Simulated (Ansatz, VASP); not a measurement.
# MoH3: VASP beside Ansatz

INCAR

```
SYSTEM = MoH3
PREC = Accurate
ENCUT = 600
EDIFF = 1E-6
ISMEAR = 0
SIGMA = 0.1
LREAL = .False.
LASPH = .True.
NELM = 80
ALGO = Normal
ISIF = 3
LWAVE = .False.
LCHARG = .False.
GGA = PE
IBRION = 2
NSW = 80
EDIFFG = -0.001
```

File KPOINTS:

```
regular mesh
0
Gamma
  10 8 8
  0 0 0
```

POSCAR

```
MoH3
1.0
    2.9835826180      0.0019994709     -0.0040312689
   -0.0496579069      4.3650815413     -0.0061827223
   -0.4408594364     -1.9943272110      4.2211002653
H Mo
6 2
Direct
    0.1017889032      0.3790631206      0.0785390139
    0.1049552523      0.9152675027      0.3046723316
    0.7660246416      0.6378121153      0.6953551242
    0.4061257087      0.7587018462      0.9674326430
    0.7057801917      0.0717269676      0.6925486460
    0.5726542901      0.2426999015      0.3021375581
    0.2317340926      0.3369854180      0.6550002218
    0.6109369196      0.6577431276      0.3043144616
```

Input for Ansatz:

```yaml
crystal:
  lattice:
    - [2.983582618, 0.0019994709, -0.0040312689]
    - [-0.0496579069, 4.3650815413, -0.0061827223]
    - [-0.4408594364, -1.994327211, 4.2211002653]
  atoms:
    - { symbol: H, position: [0.1017889032, 0.3790631206, 0.0785390139] }
    - { symbol: H, position: [0.1049552523, 0.9152675027, 0.3046723316] }
    - { symbol: H, position: [0.7660246416, 0.6378121153, 0.6953551242] }
    - { symbol: H, position: [0.4061257087, 0.7587018462, 0.967432643] }
    - { symbol: H, position: [0.7057801917, 0.0717269676, 0.692548646] }
    - { symbol: H, position: [0.5726542901, 0.2426999015, 0.3021375581] }
    - { symbol: Mo, position: [0.2317340926, 0.336985418, 0.6550002218] }
    - { symbol: Mo, position: [0.6109369196, 0.6577431276, 0.3043144616] }
basis:
  ecutwfc: 420
kpoints:
  mp_grid: { grid: [10, 8, 8] }
hamiltonian:
  xc: pbe
scf:
  occupations: { method: gaussian, width: 0.1 }
output:
  forces: true
  stress: true
  eigenvalues: true
relax:
  adjacent_minimum: "off"
  f_tol: 0.001
  max_steps: 60
  cell: { stress_tol: 0.01 }
```

Alike in both runs: task relaxation of cell and atoms; functional PBE; k mesh 10 × 8 × 8; occupations gaussian, width 0.1 eV; no spin polarisation.

|  | VASP | Ansatz |
| --- | --- | --- |
| version | VASP 6.6.1 | Ansatz 0.2.0 |
| potentials or method | VASP PAW PBE potentials, release 64 (H, Mo_sv), cutoff 600 eV | scalar-relativistic, plane waves, PAW |
| valence electrons in the cell | 34 | 34 |

|  | VASP | Ansatz | Ansatz less VASP |
| --- | --- | --- | --- |
| gap on the k mesh at the Fermi level, each at its own relaxed structure (eV) | none | none | - |
| relaxed volume (Å³/atom) | 6.87 | 6.88 | +0.007 |
| relaxed length of the cell vector where the two differ most in proportion (Å) | 4.691 | 4.697 | +0.0060 |

A gap of «none» marks a metal or a gap that the smearing closes.
